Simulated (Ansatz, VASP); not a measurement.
## One calculation of Al2InN3, two programs

The input INCAR:

```
SYSTEM = Al2InN3
  ALGO = Normal
  EDIFF = 1E-6
  ENCUT = 520
  GGA = PE
  ISIF = 2
  ISMEAR = 0
  LASPH = .True.
  LCHARG = .False.
  LREAL = .False.
  LWAVE = .False.
  NBANDS = 46
  NELM = 80
  PREC = Accurate
  SIGMA = 0.05
```

KPOINTS

```
k-points
0
Gamma
  6 6 6
  0 0 0
```

The input POSCAR:

```
Al2InN3
1.0
    4.8676789933     -2.6538608432      0.0000000000
    4.8676789933      2.6538608432      0.0000000000
    0.0000000000      0.0000000000      5.1968771111
Al In N
4 2 6
Direct
    0.0084427086      0.3348641725      0.9917411822
    0.6651358275      0.9915572914      0.9917411822
    0.9915572914      0.6651358275      0.4917411822
    0.3348641725      0.0084427086      0.4917411822
    0.3220722962      0.6779277038      0.9869930315
    0.6779277038      0.3220722962      0.4869930315
    0.0367610679      0.3336262977      0.3556963910
    0.6663737023      0.9632389321      0.3556963910
    0.9632389321      0.6663737023      0.8556963910
    0.3336262977      0.0367610679      0.8556963910
    0.2982358752      0.7017641248      0.4061317922
    0.7017641248      0.2982358752      0.9061317922
```

Input for Ansatz:

```yaml
crystal:
  lattice:
    - [4.8676789933, -2.6538608432, 0.0]
    - [4.8676789933, 2.6538608432, 0.0]
    - [0.0, 0.0, 5.1968771111]
  atoms:
    - { symbol: Al, position: [0.0084427086, 0.3348641725, 0.9917411822] }
    - { symbol: Al, position: [0.6651358275, 0.9915572914, 0.9917411822] }
    - { symbol: Al, position: [0.9915572914, 0.6651358275, 0.4917411822] }
    - { symbol: Al, position: [0.3348641725, 0.0084427086, 0.4917411822] }
    - { symbol: In, position: [0.3220722962, 0.6779277038, 0.9869930315] }
    - { symbol: In, position: [0.6779277038, 0.3220722962, 0.4869930315] }
    - { symbol: "N", position: [0.0367610679, 0.3336262977, 0.355696391] }
    - { symbol: "N", position: [0.6663737023, 0.9632389321, 0.355696391] }
    - { symbol: "N", position: [0.9632389321, 0.6663737023, 0.855696391] }
    - { symbol: "N", position: [0.3336262977, 0.0367610679, 0.855696391] }
    - { symbol: "N", position: [0.2982358752, 0.7017641248, 0.4061317922] }
    - { symbol: "N", position: [0.7017641248, 0.2982358752, 0.9061317922] }
basis:
  ecutwfc: 520.0
kpoints:
  mp_grid: { grid: [6, 6, 6] }
hamiltonian:
  xc: pbe
  pseudopotentials: { kind: paw, azcp: { folder: soft_1 } }
scf:
  occupations: { method: gaussian, width: 0.05 }
output:
  forces: true
  stress: true
  eigenvalues: true
```

Change from the starting cell: volume 11.189 Å^3 an atom, stretch along b over the lengths across it, relative to the relaxed cell 0.9480.

Alike in both runs: task single point; functional PBE; k mesh 6 × 6 × 6; occupations gaussian, width 0.05 eV; no spin polarisation.

|  | VASP | Ansatz |
| --- | --- | --- |
| version | VASP 6.6.1 | Ansatz 0.2.0 |
| potentials or method | VASP PAW PBE potentials, release 64 (Al, In_d, N), cutoff 520 eV | scalar-relativistic, plane waves, PAW |
| valence electrons in the cell | 68 | 68 |

```tsv
	VASP	Ansatz	Ansatz less VASP
gap on the k mesh at the Fermi level (eV)	2.53	2.53	-0.001
least direct gap on the mesh (eV)	2.53	2.53	-0.001
pressure (GPa)	17.3	17.3	+0.03
traceless stress, the component that is largest in VASP (GPa)	13.28	13.22	-0.058
rms of the force components (eV/Å)	0.496	0.494	-0.0017
```

Atom by atom the forces differ by 0.009 eV/Å (rms over components).
